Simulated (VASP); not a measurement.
# Ge: single point with PBE

The system is Ge.

```
CELL_PARAMETERS angstrom
-1.83771 1.83771 1.83771
1.83771 -1.83771 1.83771
1.83771 1.83771 -1.83771
ATOMIC_POSITIONS crystal
Ge 0.00000 0.00000 0.00000
```

This cell differs from its parent crystal: Pb replaced by Ge, lengths x 0.893, strained.

- Program: VASP 6.6.1
- Task: single point
- Functional: PBE
- Potentials or basis: VASP PAW PBE potentials, release 64 (Ge_d)
- Cutoff: 520 eV
- k mesh: 16 × 16 × 16
- Occupations: gaussian, width 0.1 eV
- Spin: no spin polarisation
- Dipole correction: no
- Further INCAR settings: ALGO = Normal; EDIFF = 1e-06; NBANDS = 13

- Pressure: -9.4 GPa
- Band gap on the k mesh: zero (band 7 reaches 10.83 eV, above the bottom of band 8 at 2.17 eV)

Levels at points of the mesh, in eV from the Fermi level:
```csv
k point,band 5,band 6,band 7,band 8,band 9,band 10
"(0.00, 0.00, 0.00)",-24.78,-11.23,6.60,6.60,6.60,12.98
"(0.50, 0.00, 0.00)",-24.76,-7.28,-3.96,3.25,5.22,7.86
"(0.50, 0.50, 0.50)",-24.76,-4.31,-0.29,-0.29,-0.29,4.54
```

It took 10 s on 1 thread of Intel(R) Xeon(R) 6975P-C (Granite Rapids) (shared host), peak memory 0.16 GiB.

Caveat: the cell differs from its parent crystal (Pb replaced by Ge, lengths x 0.893, strained).
